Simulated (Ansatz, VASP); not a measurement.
**One calculation of PbI2, two programs**

INCAR

```
SYSTEM = PbI2
ALGO = Normal ; EDIFF = 1E-6
ENCUT = 500 ; GGA = CA
GGA_COMPAT = .FALSE. ; ISIF = 2
ISMEAR = 0 ; LASPH = .TRUE.
LCHARG = .FALSE. ; LREAL = .FALSE.
LWAVE = .FALSE. ; NBANDS = 21
NELM = 120 ; PREC = Accurate
SIGMA = 0.01
```

File KPOINTS:

```
k-points
0
G
  6 6 4
  0 0 0
```

File POSCAR:

```
PbI2
1.0
    4.5638667773      0.0000000000      0.0000000000
   -2.2819333886      3.9524245686      0.0000000000
    0.0000000000      0.0000000000      7.0467140841
Pb I
1 2
Direct
    0.0000000000      0.0000000000      0.0000000000
    0.6666666667      0.3333333333      0.7332470705
    0.3333333333      0.6666666667      0.2667529295
```

Input for Ansatz:

```yaml
crystal:
  lattice:
    - [4.5638667773, 0.0, 0.0]
    - [-2.2819333886, 3.9524245686, 0.0]
    - [0.0, 0.0, 7.0467140841]
  atoms:
    - { symbol: Pb, position: [0.0, 0.0, 0.0] }
    - { symbol: I, position: [0.6666666667, 0.3333333333, 0.7332470705] }
    - { symbol: I, position: [0.3333333333, 0.6666666667, 0.2667529295] }
kpoints:
  mp_grid: { grid: [6, 6, 4] }
  band_path:
    path:
      - [0.0, 0.0, 0.0]
      - [0.5, 0.0, 0.0]
      - [0.3333333333, 0.3333333333, 0.0]
      - [0.0, 0.0, 0.5]
      - [0.5, 0.0, 0.5]
      - [0.3333333333, 0.3333333333, 0.5]
    npoints: 1
hamiltonian:
  xc: lda
scf:
  occupations: { method: fixed }
  n_extra_bands: 4
output:
  forces: true
  stress: true
  eigenvalues: true
```

Alike in both runs: task single point; functional LDA; k mesh 6 × 6 × 4; no spin polarisation.

|  | VASP | Ansatz |
| --- | --- | --- |
| version | VASP 6.6.1 | Ansatz 0.2.0 |
| potentials or method | VASP PAW LDA potentials, release 64 (Pb_d, I) | plane waves, PAW |
| plane-wave cutoff (eV) | 500 | 420 |
| occupations | gaussian, width 0.01 eV | fixed |
| valence electrons in the cell | 28 | 48 |

|  | VASP | Ansatz | Ansatz less VASP |
| --- | --- | --- | --- |
| gap on the k mesh at the Fermi level (eV) | 2.04 | 2.05 | +0.008 |
| pressure (GPa) | -1.5 | -1.5 | -0.04 |
| traceless stress, the component that is largest in VASP (GPa) | -0.06 | -0.06 | 0.000 |
| rms of the force components (eV/Å) | 0.083 | 0.089 | +0.0057 |

LDA's correlation is that of Perdew and Zunger in VASP and of Perdew and Wang (1992) in Ansatz. Atom by atom the forces differ by 0.006 eV/Å (rms over components). VASP's potentials hold 28 valence electrons a cell and Ansatz's 48, so a difference there can come from the potentials and not from the codes.

Neither program's run includes spin-orbit coupling.
